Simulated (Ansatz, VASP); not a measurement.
Sr in VASP and in Ansatz

```
Sr
1.0
    -3.63070    3.63070    1.97962
     3.63070   -3.63070    1.97962
     3.63070    3.63070   -1.97962
Sr
2
Direct
  0.00000 0.00000 0.00000
  0.75000 0.25000 0.50000
```

Alike in both runs: task single point; functional PBE; k mesh 8 × 8 × 8; occupations fermi-dirac, width 0.05 eV; no spin polarisation.

|  | VASP | Ansatz |
| --- | --- | --- |
| version | VASP 6.6.1 | Ansatz 0.2.0 |
| potentials or method | VASP PAW PBE potentials, release 64 (Sr_sv) | Ansatz PAW |
| plane-wave cutoff (eV) | 520 | 420 |
| valence electrons in the cell | 20 | 20 |

|  | VASP | Ansatz | Ansatz less VASP |
| --- | --- | --- | --- |
| gap on the k mesh at the Fermi level (eV) | none | none | - |
| pressure (GPa) | 0.6 | 0.6 | 0.00 |
| traceless stress, the component that is largest in VASP (GPa) | -0.35 | -0.34 | +0.002 |

A gap of «none» marks a metal or a gap that the smearing closes.
